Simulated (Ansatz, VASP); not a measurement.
NiO in VASP and in Ansatz

The input POSCAR:

```
NiO
1.0
    0.0000000000      2.0859016414      2.0859016414
    2.0859016414      0.0000000000      2.0859016414
    2.0859016414      2.0859016414      0.0000000000
Ni O
1 1
Direct
    0.0000000000      0.0000000000      0.0000000000
    0.5000000000      0.5000000000      0.5000000000
```

Contents of INCAR.step1:

```
ALGO = Normal
EDIFF = 1E-4
ENCUT = 520
GGA = PE
ISMEAR = -1
ISPIN = 2
LASPH = T
LCHARG = F
LMAXMIX = 4
LREAL = F
LWAVE = T
MAGMOM = 1 0
NBANDS = 19
NELM = 150
PREC = Accurate
SIGMA = 0.05
```

File INCAR.step2:

```
ALGO = Normal
EDIFF = 1E-7
ENCUT = 520
ISIF = 2
ISMEAR = -1
ISPIN = 2
ISTART = 1
IVDW = 13
LASPH = T
LCHARG = F
LMAXMIX = 4
LMIXTAU = T
LORBIT = 11
LREAL = F
LWAVE = F
MAGMOM = 1 0
METAGGA = R2SCAN
NBANDS = 19
NELM = 150
PREC = Accurate
SIGMA = 0.05
VDW_A1 = 0.51559235
VDW_A2 = 5.77342911
VDW_S6 = 1.0
VDW_S8 = 0.6018749
```

The input KPOINTS:

```
k-points
0
Gamma
  11 11 11
```

Contents of input.yaml:

```yaml
crystal:
  lattice:
    - [0.0, 2.0859016414, 2.0859016414]
    - [2.0859016414, 0.0, 2.0859016414]
    - [2.0859016414, 2.0859016414, 0.0]
  atoms:
    - { symbol: Ni, position: [0.0, 0.0, 0.0], spin: 1.0 }
    - { symbol: O, position: [0.5, 0.5, 0.5] }
hamiltonian:
  xc: r2scan
  pseudopotentials: { kind: paw }
  dispersion: d4
magnetization:
  spin_polarized: true
kpoints:
  mp_grid: { grid: [11, 11, 11] }
scf:
  occupations: { method: fermi_dirac, width: 0.05 }
output:
  forces: true
  stress: true
  eigenvalues: true
```

Alike in both runs: task single point; functional r2SCAN; dispersion D4; k mesh 11 × 11 × 11; occupations fermi-dirac, width 0.05 eV; collinear spin.

|  | VASP | Ansatz |
| --- | --- | --- |
| version | VASP 6.6.1 | Ansatz 0.2.0 |
| potentials or method | VASP PAW PBE potentials, release 64 (Ni, O) | Ansatz PAW |
| plane-wave cutoff (eV) | 520 | 500 |
| valence electrons in the cell | 16 | 24 |

VASP gave:

* gap on the k mesh at the Fermi level (eV): 0.74
* least direct gap on the mesh (eV): 1.70
* pressure (GPa): 1.2
* net moment per atom (μB): 1.00
* size of the moment on the site where the two differ most (μB): 1.69

Problem. Estimate Ansatz's values.

Solution. gap on the k mesh at the Fermi level (eV): 0.82; least direct gap on the mesh (eV): 1.77; pressure (GPa): 1.1; net moment per atom (μB): 1.00; size of the moment on the site where the two differ most (μB): 1.67.

VASP's potentials were made for PBE, not for r2SCAN. Site moments also hang on the region over which each program counts them. VASP's potentials hold 16 valence electrons a cell and Ansatz's 24, so a difference there can come from the potentials and not from the codes.

Noted on Ansatz's run: the magnetic or orbital state may not be the lowest; odd divisions of the mesh miss points on the zone boundary, where band edges often lie, so the gap on the mesh can be too wide.
